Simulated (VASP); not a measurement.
# Pd: relaxation of the atoms with PBE

Pd, a slab with vacuum:

```xyz
4
Lattice="2.7877 0.0000 0.0000 -1.3938 2.4142 0.0000 0.0000 0.0000 23.8284" Properties=species:S:1:pos:R:3 pbc="T T T"
Pd    1.3938    0.8047    8.5000
Pd    0.0000    1.6095   10.7761
Pd    0.0000    0.0000   13.0523
Pd    1.3938    0.8047   15.3284
```

```json
{"Program": "VASP 6.6.1", "Task": "relaxation of the atoms", "Functional": "PBE", "Potentials or basis": "VASP PAW PBE potentials, release 64 (Pd)", "Cutoff": "520 eV", "k mesh": "12 × 12 × 1", "Occupations": "gaussian, width 0.1 eV", "Spin": "no spin polarisation", "Dipole correction": "yes", "Atoms held fixed (from 0)": "[0, 1]", "Further INCAR settings": "ALGO = Normal; EDIFF = 1e-06; IBRION = 2; EDIFFG = -0.03; NSW = 90"}
```

```json
{
  "Energy gained by relaxing": "0.2 meV/atom",
  "Ionic steps": "5",
  "Band gap on the k mesh": "zero (bands 20 and 21 overlap by 0.85 eV)"
}
```

The path:
| step | energy change (eV) | largest force on free atoms (eV/Å) | pressure (GPa) |
| --- | --- | --- | --- |
| 1 | 0.0000 | 0.0830 | -1.56 |
| 2 | -0.0003 | 0.0480 | -1.56 |
| 3 | -0.0004 | 0.0462 | -1.56 |
| 4 | -0.0005 | 0.0397 | -1.54 |
| 5 | -0.0008 | 0.0205 | -1.48 |

Final structure:
```xyz
4
Lattice="2.7877 0.0000 0.0000 -1.3938 2.4142 0.0000 0.0000 0.0000 23.8284" Properties=species:S:1:pos:R:3 pbc="T T T"
Pd    1.3938    0.8047    8.5000
Pd    0.0000    1.6095   10.7761
Pd    0.0000    0.0000   13.0366
Pd    1.3938    0.8047   15.3164
```

Levels at points of the mesh, in eV from the Fermi level:
```
           k point  band 17  band 18  band 19  band 20  band 21  band 22  band 23  band 24
(0.00, 0.00, 0.00)    -1.12    -0.87    -0.87    -0.37    -0.37    -0.05    -0.05     0.55
(0.50, 0.00, 0.00)     0.02     0.14     0.31     0.33     1.95     3.16     3.72     3.78
```

Run time: 8.9 min on 1 thread of Intel Xeon 8259CL, on a shared host, peak memory 0.31 GiB.
